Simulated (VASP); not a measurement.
# BaS in VASP: notebook

Aim: see how the results for BaS move with the level of theory and the settings. Levels: r2SCAN, HSE06. Tasks: single point.

Program: VASP 6.6.1. These are calculated values, not measurements. Logs are shortened: lines on timing, memory, paths and dates and some standing lists are left out, and cuts for length are marked.

### 1 The cell of the first run

The structure is orthorhombic, space group Imm2 (No. 44). Conventional cell: a = 4.964 Å, b = 4.991 Å, c = 7.039 Å, α = 90.00°, β = 90.00°, γ = 90.00°. Ba (site symmetry mm2) has 4 S at 3.05 Å within 4.0 Å. Within 4.0 Å of S (site symmetry mm2) lie 4 Ba at 3.05 Å.

### 2 Single point, r2SCAN (shear xy strain -0.5%)

File POSCAR:

```
BaS
1.0
   -0.0095024118      3.5194117709      3.5194117709
    3.5194117709     -0.0095024118      3.5194117709
    3.5099093591      3.5099093591      0.0000000000
Ba S
1 1
Direct
   -0.0006224585     -0.0006224585      0.0006224585
    0.2506224585      0.2506224585      0.2493775415
```

File INCAR.step1:

```
ALGO = Normal
EDIFF = 1E-4
ENCUT = 520
GGA = PE
ISMEAR = 0
LASPH = T
LCHARG = F
LREAL = F
LWAVE = T
NBANDS = 15
NELM = 60
PREC = Accurate
SIGMA = 0.01
```

File INCAR.step2:

```
ALGO = Normal
EDIFF = 1E-7
ENCUT = 520
ISIF = 2
ISMEAR = 0
ISTART = 1
LASPH = T
LCHARG = F
LMIXTAU = T
LREAL = F
LWAVE = F
METAGGA = R2SCAN
NBANDS = 15
NELM = 60
PREC = Accurate
SIGMA = 0.01
```

File KPOINTS:

```
k-points
0
Gamma
  6 6 6
```

Potentials or basis: VASP PAW PBE potentials, release 64 (Ba_sv, S).

Command:

```
$ cat potpaw_PBE.64/Ba_sv/POTCAR potpaw_PBE.64/S/POTCAR > POTCAR
$ cp INCAR.step1 INCAR
$ mpirun -np 1 vasp_std > vasp.out
$ cp INCAR.step2 INCAR
$ mpirun -np 1 vasp_std > vasp.out
```

OUTCAR:

```text
EDIFF = 1E-7
   ENCUT = 520
   ISIF = 2
   ISMEAR = 0
   ISTART = 1
   LASPH = T
   LREAL = F
   METAGGA = R2SCAN
   NELM = 60
   PREC = Accurate

 ion  position               nearest neighbor table
   1  0.999  0.999  0.001-   2 3.05   2 3.05   2 3.05   2 3.05
   2  0.251  0.251  0.249-   1 3.05   1 3.05   1 3.05   1 3.05

  LATTYP: Found a body centered orthorhombic cell.
 ALAT       =     4.9637614183
 B/A-ratio  =     1.0054146195
 C/A-ratio  =     1.4180422765

  Lattice vectors:

 A1 = (   0.0095024118,  -3.5194117709,  -3.5194117709)
 A2 = (  -0.0095024118,   3.5194117709,  -3.5194117709)
 A3 = (   3.5194117709,  -0.0095024118,   3.5194117709)

Analysis of symmetry for initial positions (statically):
=====================================================================
 Subroutine PRICEL returns:
 Original cell was already a primitive cell.

 Routine SETGRP: Setting up the symmetry group for a
 body centered orthorhombic supercell.

 Subroutine GETGRP returns: Found  4 space group operations
 (whereof  4 operations were pure point group operations)
 out of a pool of  8 trial point group operations.

The static configuration has the point symmetry C_2v.

Analysis of symmetry for dynamics (positions and initial velocities):
=====================================================================
 Subroutine PRICEL returns:
 Original cell was already a primitive cell.

 Routine SETGRP: Setting up the symmetry group for a
 body centered orthorhombic supercell.

 Subroutine GETGRP returns: Found  4 space group operations
 (whereof  4 operations were pure point group operations)
 out of a pool of  8 trial point group operations.

The dynamic configuration has the point symmetry C_2v.

 Subroutine INISYM returns: Found  4 space group operations
 (whereof  4 operations are pure point group operations),
 and found     1 'primitive' translations

----------------------------------------------------------------------------------------

                                     Primitive cell

  volume of cell :      87.1841

  direct lattice vectors                    reciprocal lattice vectors
    -0.009502412  3.519411771  3.519411771    -0.141686642  0.141686642  0.142069196
     3.519411771 -0.009502412  3.519411771     0.141686642 -0.141686642  0.142069196
     3.509909359  3.509909359  0.000000000     0.142453821  0.142453821 -0.142069196

  length of vectors
     4.977208929  4.977208929  4.963761418     0.245629529  0.245629529  0.246515392

  position of ions in fractional coordinates (direct lattice)
     0.999377542  0.999377542  0.000622458
     0.250622458  0.250622458  0.249377542

  ion indices of the primitive-cell ions
   primitive index   ion index
                 1           1
                 2           2

----------------------------------------------------------------------------------------

 KPOINTS: k-points

Automatic generation of k-mesh.
 Grid dimensions read from file:
 generate k-points for:    6    6    6

 Generating k-lattice:

  Cartesian coordinates                     Fractional coordinates (reciprocal lattice)
    -0.023614440  0.023614440  0.023678199     0.166666667 -0.000000000  0.000000000
     0.023614440 -0.023614440  0.023678199    -0.000000000  0.166666667  0.000000000
     0.023742304  0.023742304 -0.023678199     0.000000000  0.000000000  0.166666667

  Length of vectors
     0.040938255  0.040938255  0.041085899

  Shift w.r.t. Gamma in fractional coordinates (k-lattice)
     0.000000000  0.000000000  0.000000000

 Subroutine IBZKPT returns following result:
 ===========================================

 Found     46 irreducible k-points:

 Following reciprocal coordinates:
            Coordinates               Weight
  0.000000  0.000000  0.000000      1.000000
  0.166667 -0.000000  0.000000      4.000000
  0.333333 -0.000000  0.000000      4.000000
  0.500000 -0.000000  0.000000      2.000000
  0.166667  0.166667  0.000000      2.000000
  0.333333  0.166667  0.000000      4.000000
[... 16 lines left out ...]
 -0.166667  0.333333  0.166667      4.000000
  0.500000  0.500000  0.166667      4.000000
 [... further k-points ...]
   k-points           NKPTS =     46   k-points in BZ     NKDIM =     46   number of bands    NBANDS=     15
   number of dos      NEDOS =    301   number of ions     NIONS =      2
   total plane-waves  NPLWV =  64000
   dimension x,y,z NGX =    40 NGY =   40 NGZ =   40
   dimension x,y,z NGXF=    80 NGYF=   80 NGZF=   80
   ions per type =               1   1
   NGX,Y,Z   is equivalent  to a cutoff of  13.36, 13.36, 13.40 a.u.
   NGXF,Y,Z  is equivalent  to a cutoff of  26.72, 26.72, 26.79 a.u.
 SYSTEM =  unknown system
   PREC   = accura    normal or accurate (medium, high low for compatibility)
   ISTART =      1    job   : 0-new  1-cont  2-samecut
   ICHARG =      0    charge: 1-file 2-atom 10-const
   ISPIN  =      1    spin polarized calculation?
   LNONCOLLINEAR =      F non collinear calculations
   LSORBIT =      F    spin-orbit coupling
   LASPH  =      T    aspherical Exc in radial PAW
   ENCUT  =  520.0 eV  38.22 Ry    6.18 a.u.   9.25  9.25  9.23*2*pi/ulx,y,z
   NELM   =     60;   NELMIN=  2; NELMDL=  0     # of ELM steps
   EDIFF  = 0.1E-06   stopping-criterion for ELM
   LREAL  =      F    real-space projection
   EDIFFG = 0.1E-05   stopping-criterion for IOM
   NSW    =      0    number of steps for IOM
   IBRION =     -1    ionic relax: 0-MD 1-quasi-New 2-CG
   NFREE  =      0    steps in history (QN), initial steepest desc. (CG)
   ISIF   =      2    stress and relaxation
   ISYM   =      2    0-nonsym 1-usesym 2-fastsym
   POTIM  = 0.5000    time-step for ionic-motion
   TEBEG  =    0.0;   TEEND  =   0.0 temperature during run
   PSTRESS=    0.0 pullay stress
   NELECT =      16.0000    total number of electrons
   NUPDOWN=      -1.0000    fix difference up-down
   EMIN   =  10.00;   EMAX   =-10.00  energy-range for DOS
   EFERMI =   0.00;   METHOD = LEGACY
   ISMEAR =     0;   SIGMA  =   0.01  broadening in eV -4-tet -1-fermi 0-gaus
   EFERMI_NEDOS =   21; number of points for ismear=-14 and -15
   IALGO  =     38    algorithm
   IMIX   =      4    mixing-type and parameters
     AMIX     =   0.40;   BMIX     =  1.00
     AMIX_MAG =   1.60;   BMIX_MAG =  1.00
  volume/ion in A,a.u.               =      43.59       294.17
  Fermi-wavevector in a.u.,A,eV,Ry     =   0.930327  1.758064 11.775965  0.865509
  Thomas-Fermi vector in A             =   2.056704
   LORBIT       =      0    0 simple, 1 ext, 2 COOP (PROOUT), +10 PAW based schemes
   METAGGA = R2SCAN    functional components
   LHFCALC =     F    Hartree Fock is set to
   AEXX    =    0.0000 exact exchange contribution
   IVDW    =     0    specifies the selected vdW correction
   LEPSILON=     F    determine dielectric tensor
   LRPA    =     F    only Hartree local field effects (RPA)
 non-spin polarized calculation
 Gauss-broadening in eV      SIGMA  =   0.01
  energy-cutoff  :      520.00
  volume of cell :       87.18
 maximum number of plane-waves:      2369
 NGX is ok and might be reduce to    40
   NGX = 19   NGY = 19   NGZ = 19

 number of electron      15.9999999 magnetization

 Free energy of the ion-electron system (eV)
  ---------------------------------------------------
  ext. energy  EPLUGINS =         0.00000000
  ---------------------------------------------------
  free energy    TOTEN  =       -38.61606150 eV

  energy without entropy =      -38.61606150  energy(sigma->0) =      -38.61606150

 E-fermi :  -0.3018     XC(G=0):  -7.6048

 val. band max:       -0.4216434148   @ k =  -0.3333   0.5000   0.1667
 cond. band min:       2.6626968298   @ k =   0.0000   0.0000   0.0000
 fundamental gap:      3.0843402446
 Fermi energy:        -0.3018117924

 k-point     1 :       0.0000    0.0000    0.0000
  band No.  band energies     occupation
      1     -27.2540      2.00000
      2     -12.0104      2.00000
      3     -12.0103      2.00000
      4     -12.0100      2.00000
      5     -10.7770      2.00000
      6      -1.1065      2.00000
      7      -1.0998      2.00000
      8      -1.0928      2.00000
      9       2.6627      0.00000
     10       5.1297      0.00000
     11       5.1301      0.00000
     12       7.0331      0.00000
     13       7.0453      0.00000
     14       7.0573      0.00000
     15      10.1320      0.00000

 k-point     2 :       0.1667   -0.0000    0.0000
  band No.  band energies     occupation
      1     -27.2501      2.00000
      2     -12.2444      2.00000
      3     -12.0208      2.00000
      4     -12.0204      2.00000
      5     -10.5358      2.00000
      6      -1.1649      2.00000
      7      -1.0310      2.00000
      8      -1.0239      2.00000
      9       3.2321      0.00000
     10       4.9200      0.00000
     11       4.9295      0.00000
     12       6.7181      0.00000
     13       7.4531      0.00000
     14       7.4598      0.00000
     15       8.6560      0.00000

 k-point     3 :       0.3333   -0.0000    0.0000
  band No.  band energies     occupation
      1     -27.2421      2.00000
      2     -12.5739      2.00000
      3     -12.0413      2.00000
      4     -12.0406      2.00000
      5     -10.2003      2.00000
      6      -1.1207      2.00000
      7      -0.8977      2.00000
      8      -0.8950      2.00000
      9       4.1172      0.00000
     10       4.9465      0.00000
     11       4.9749      0.00000
     12       6.0632      0.00000
     13       7.1565      0.00000
     14       7.1824      0.00000
     15       7.6900      0.00000
[... 343 lines left out ...]
 k-point    23 :      -0.1667    0.3333    0.1667
  band No.  band energies     occupation
      1     -27.2367      2.00000
      2     -12.6851      2.00000
      3     -12.1253      2.00000
      4     -12.0757      2.00000
      5      -9.9892      2.00000
      6      -1.2207      2.00000
      7      -0.7835      2.00000
      8      -0.6288      2.00000
      9       3.6686      0.00000
     10       4.4454      0.00000
     11       5.6856      0.00000
     12       6.6564      0.00000
     13       7.0883      0.00000
     14       7.4253      0.00000
     15       8.7452      0.00000

 k-point    24 :       0.5000    0.5000    0.1667
  band No.  band energies     occupation
      1     -27.2339      2.00000
      2     -12.7548      2.00000
      3     -12.1299      2.00000
      4     -12.0974      2.00000
      5      -9.9088      2.00000
      6      -1.3634      2.00000
      7      -0.5556      2.00000
      8      -0.5358      2.00000
      9       3.3542      0.00000
     10       4.5856      0.00000
     11       5.8442      0.00000
     12       6.8036      0.00000
     13       6.9688      0.00000
     14       7.6620      0.00000
     15       9.4713      0.00000

 [... further k-points ...]

------------------------ aborting loop because EDIFF is reached ----------------------------------------

  FORCE on cell =-STRESS in cart. coord.  units (eV):
  Direction    XX          YY          ZZ          XY          YZ          ZX
  --------------------------------------------------------------------------------------
  -------------------------------------------------------------------------------------
  Total        0.2158222      0.2158222      0.2153415      0.0157655      0.0000000      0.0000000
  in kB        3.9661547      3.9661547      3.9573197      0.2897215      0.0000000      0.0000000
  external PRESSURE =       3.9632097 kB  Pullay stress =       0.0000000 kB

 VOLUME and BASIS-vectors are now :
 -----------------------------------------------------------------------------
  energy-cutoff  :      520.00
  volume of cell :       87.18
      direct lattice vectors                 reciprocal lattice vectors
    -0.009502412  3.519411771  3.519411771    -0.141686642  0.141686642  0.142069196
     3.519411771 -0.009502412  3.519411771     0.141686642 -0.141686642  0.142069196
     3.509909359  3.509909359  0.000000000     0.142453821  0.142453821 -0.142069196

 POSITION                                       TOTAL-FORCE (eV/Angst)
 -----------------------------------------------------------------------------------
      3.50991      3.50991      7.03444         0.000000      0.000000      0.002882
      1.75495      1.75495      1.76409        -0.000000     -0.000000     -0.002882
 -----------------------------------------------------------------------------------
    total drift:                                0.000000      0.000000      0.000205

  FREE ENERGIE OF THE ION-ELECTRON SYSTEM (eV)
  ---------------------------------------------------
  free  energy   TOTEN  =       -38.6160614991 eV

  energy  without entropy=      -38.6160614991  energy(sigma->0) =      -38.61606150
```

It took 5.4 min on 1 thread of Intel Xeon Platinum 8375C at 2.90GHz (Ice Lake), shared host; peak memory 0.29 GiB.

Results:

```yaml
Free_energy: -38.6161 eV
Pressure: 0.4 GPa
Band_gap_on_the_k_mesh: 3.08 eV (least direct gap 3.68 eV)
```

Forces on the atoms (eV/Å):
```
Ba   0.000  0.000  0.003
S    0.000  0.000 -0.003
```

Caveat: the cell differs from its parent crystal (shear xy strain -0.5%); the structure was generated, so it needn't be the stable form of BaS; the PAW data sets were made with another functional, which shifts forces and pressure a little; spin-orbit coupling is left out, which moves the levels of the heavy elements. A k mesh can miss the band edges.

### 3 Single point, HSE06 (uniaxial z strain -1.6%)

File POSCAR:

```
BaS
1.0
    0.0000000000      3.5194117709      3.4616934179
    3.5194117709      0.0000000000      3.4616934179
    3.5194117709      3.5194117709      0.0000000000
Ba S
1 1
Direct
    0.0000000000      0.0000000000      0.0000000000
    0.2500000000      0.2500000000      0.2500000000
```

File INCAR.step1:

```
SYSTEM = BaS
ALGO = Normal ; EDIFF = 1E-5
ENCUT = 520 ; GGA = PE
ISIF = 2 ; ISMEAR = 0
LASPH = .True. ; LREAL = .False.
LWAVE = .True. ; NBANDS = 15
NELM = 100 ; PREC = Accurate
SIGMA = 0.01
```

File INCAR.step2:

```
SYSTEM = BaS
ALGO = Normal ; EDIFF = 1E-6
ENCUT = 520 ; GGA = PE
HFSCREEN = 0.2079 ; ISIF = 2
ISMEAR = 0 ; ISTART = 1
LASPH = .True. ; LCHARG = .True.
LELF = .True. ; LHFCALC = .True.
LREAL = .False. ; LVHAR = .True.
LWAVE = .False. ; NBANDS = 15
NELM = 100 ; PREC = Accurate
PRECFOCK = Normal ; SIGMA = 0.01
```

File KPOINTS:

```
k-points
0
Gamma
  4 4 4
  0 0 0
```

Potentials or basis: VASP PAW PBE potentials, release 64 (Ba_sv, S).

Command:

```
$ cat potpaw_PBE.64/Ba_sv/POTCAR potpaw_PBE.64/S/POTCAR > POTCAR
$ cp INCAR.step1 INCAR
$ mpirun -np 1 vasp_std > vasp.out
$ cp INCAR.step2 INCAR
$ mpirun -np 1 vasp_std > vasp.out
```

Run time: 16 min. Hardware: 1 thread of Intel Xeon Platinum 8375C at 2.90GHz (Ice Lake), shared host; peak memory 0.36 GiB.

The run converged. Its results:

| Item | Value |
| --- | --- |
| Free energy | -11.0416 eV |
| Pressure | 0.7 GPa |
| Band gap on the k mesh | 3.66 eV (least direct gap 4.32 eV) |

Levels at points of the mesh, in eV from the valence-band top:
| k point | band 5 | band 6 | band 7 | band 8 | band 9 | band 10 | band 11 | band 12 |
| --- | --- | --- | --- | --- | --- | --- | --- | --- |
| (0.00, 0.00, 0.00) | -10.98 | -0.76 | -0.76 | -0.75 | 3.66 | 6.13 | 6.26 | 8.12 |
| (0.50, 0.00, 0.00) | -10.10 | -0.65 | -0.48 | -0.46 | 5.46 | 6.36 | 6.38 | 6.41 |
| (0.50, 0.50, 0.00) | -9.88 | -1.18 | -0.03 | -0.03 | 4.40 | 5.61 | 7.52 | 7.52 |
| (0.50, 0.00, 0.50) | -9.85 | -1.19 | -0.03 | -0.01 | 4.35 | 5.58 | 7.49 | 7.50 |

Caveat: the cell differs from its parent crystal (uniaxial z strain -1.6%); the structure was generated, so it needn't be the stable form of BaS; the PAW data sets were made with another functional, which shifts forces and pressure a little; spin-orbit coupling is left out, which moves the levels of the heavy elements. A k mesh can miss the band edges.

### 4 Single point, HSE06 (uniaxial x strain +1.5%)

File POSCAR:

```
BaS
1.0
    0.0000000000      3.5194117709      3.5194117709
    3.5722029475      0.0000000000      3.5194117709
    3.5722029475      3.5194117709      0.0000000000
Ba S
1 1
Direct
    0.0000000000      0.0000000000      0.0000000000
    0.2500000000      0.2500000000      0.2500000000
```

File INCAR.step1:

```
SYSTEM = BaS
  ALGO = Normal
  EDIFF = 1E-5
  ENCUT = 520
  GGA = PE
  ISIF = 2
  ISMEAR = 0
  LASPH = .TRUE.
  LCHARG = .FALSE.
  LREAL = .FALSE.
  LWAVE = .TRUE.
  NBANDS = 15
  NELM = 60
  PREC = Accurate
  SIGMA = 0.01
```

File INCAR.step2:

```
SYSTEM = BaS
  ALGO = Normal
  EDIFF = 1E-6
  ENCUT = 520
  GGA = PE
  HFSCREEN = 0.2079
  ISIF = 2
  ISMEAR = 0
  ISTART = 1
  LASPH = .TRUE.
  LCHARG = .FALSE.
  LHFCALC = .TRUE.
  LREAL = .FALSE.
  LWAVE = .FALSE.
  NBANDS = 15
  NELM = 60
  PREC = Accurate
  PRECFOCK = Normal
  SIGMA = 0.01
```

File KPOINTS:

```
k-points
0
G
  4 4 4
  0 0 0
```

Command:

```
$ cat potpaw_PBE.64/Ba_sv/POTCAR potpaw_PBE.64/S/POTCAR > POTCAR
$ cp INCAR.step1 INCAR
$ mpirun -np 1 vasp_std > vasp.out
$ cp INCAR.step2 INCAR
$ mpirun -np 1 vasp_std > vasp.out
```

Run time: 18 min. Hardware: 1 thread of Intel Xeon Platinum 8375C at 2.90GHz (Ice Lake), shared host; peak memory 0.36 GiB.

It converged, with:

```yaml
Free_energy: -11.0449 eV
Pressure: -0.3 GPa
Band_gap_on_the_k_mesh: 3.61 eV (least direct gap 4.30 eV)
```

Levels at points of the mesh, in eV from the valence-band top:
```
           k point  band 4  band 5  band 6  band 7  band 8  band 9  band 10  band 11  band 12  band 13
(0.00, 0.00, 0.00)  -11.99  -10.92   -0.69   -0.69   -0.69    3.61     6.10     6.21     7.98     8.10
(0.50, 0.00, 0.00)  -12.03  -10.14   -0.63   -0.43   -0.41    5.41     6.31     6.32     6.34     7.48
(0.50, 0.50, 0.00)  -12.09   -9.93   -1.11   -0.03   -0.01    4.38     5.56     7.41     7.43     7.53
(0.00, 0.50, 0.50)  -12.10   -9.91   -1.11   -0.01   -0.01    4.34     5.53     7.40     7.40     7.53
```

Caveat: the cell differs from its parent crystal (uniaxial x strain +1.5%); the structure was generated, so it needn't be the stable form of BaS; the PAW data sets were made with another functional, which shifts forces and pressure a little; spin-orbit coupling is left out, which moves the levels of the heavy elements.

### 5 The runs side by side

```csv
level,cell,k mesh,grid for exact exchange (PRECFOCK),share of exact exchange,screening parameter,gap on the mesh (eV),pressure (GPa)
r2SCAN,"a = 4.977, b = 4.977, c = 4.964 Å, angles 60.1, 60.1, 60.2°, 2 atoms, atomic positions A",6 × 6 × 6,-,-,-,3.08,0.4
HSE06,"a = 4.937, b = 4.937, c = 4.977 Å, angles 59.7, 59.7, 60.5°, 2 atoms, atomic positions B",4 × 4 × 4,Normal,0.25,0.2079 1/Å,3.66,0.7
HSE06,"a = 4.977, b = 5.015, c = 5.015 Å, angles 59.5, 60.2, 60.2°, 2 atoms, atomic positions B",4 × 4 × 4,Normal,0.25,0.2079 1/Å,3.61,-0.3
```

Alike in all rows: task single point; potentials or basis VASP PAW PBE potentials, release 64 (Ba_sv, S); no spin polarisation; cutoff (eV) 520; smearing gaussian 0.01 eV.

Caveats: the structure was generated, so it needn't be the stable form of BaS; the PAW data sets were made with another functional, which shifts forces and pressure a little; spin-orbit coupling is left out, which moves the levels of the heavy elements.

Absolute energies hang on the potentials; compare differences alone.
